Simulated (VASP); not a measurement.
Here is a VASP 6.6.1 calculation.

The input INCAR:

```
SYSTEM = Al2InAs3
PREC = Accurate
ENCUT = 520
EDIFF = 1E-6
ISMEAR = 0
SIGMA = 0.02
LREAL = .FALSE.
LASPH = .TRUE.
NELM = 80
ALGO = Normal
ISIF = 2
LWAVE = .FALSE.
LCHARG = .FALSE.
GGA = PE
NBANDS = 26
```

File KPOINTS:

```
Automatic mesh
0
G
  10 10 10
  0 0 0
```

POSCAR

```
Al2InAs3
1.0
   -2.0953822986      2.0953822986      8.9202031358
    2.0953822986     -2.0953822986      8.9202031358
    2.0953822986      2.0953822986     -8.9202031358
Al In As
2 1 3
Direct
    0.8293751142      0.8293751142      0.0000000000
    0.1706248858      0.1706248858      0.0000000000
    0.5000000000      0.5000000000      0.0000000000
    0.4074413004      0.9074413004      0.5000000000
    0.0925586996      0.5925586996      0.5000000000
    0.7500000000      0.2500000000      0.5000000000
```

Potentials or basis: VASP PAW PBE potentials, release 64 (Al, In_d, As).

Launch:

```sh
$ cat potpaw_PBE.64/Al/POTCAR potpaw_PBE.64/In_d/POTCAR potpaw_PBE.64/As/POTCAR > POTCAR
$ mpirun -np 1 vasp_std > vasp.out
```

**Question.** Predict the pressure.

**Answer.** -1.6 GPa.

**Question.** Estimate the band gap on the k mesh.

**Answer.** 0.65 eV, direct.

**Question.** What does it give for the largest force?

**Answer.** 0.004 eV/Å.

Forces on the atoms (eV/Å):
```
Al   0.000  0.000 -0.001
Al   0.000  0.000  0.001
In   0.000  0.000  0.000
As   0.000  0.000 -0.004
As   0.000  0.000  0.004
As   0.000  0.000  0.000
```

Caveat: spin-orbit coupling is left out, which moves the levels of the heavy elements. A k mesh can miss the band edges.
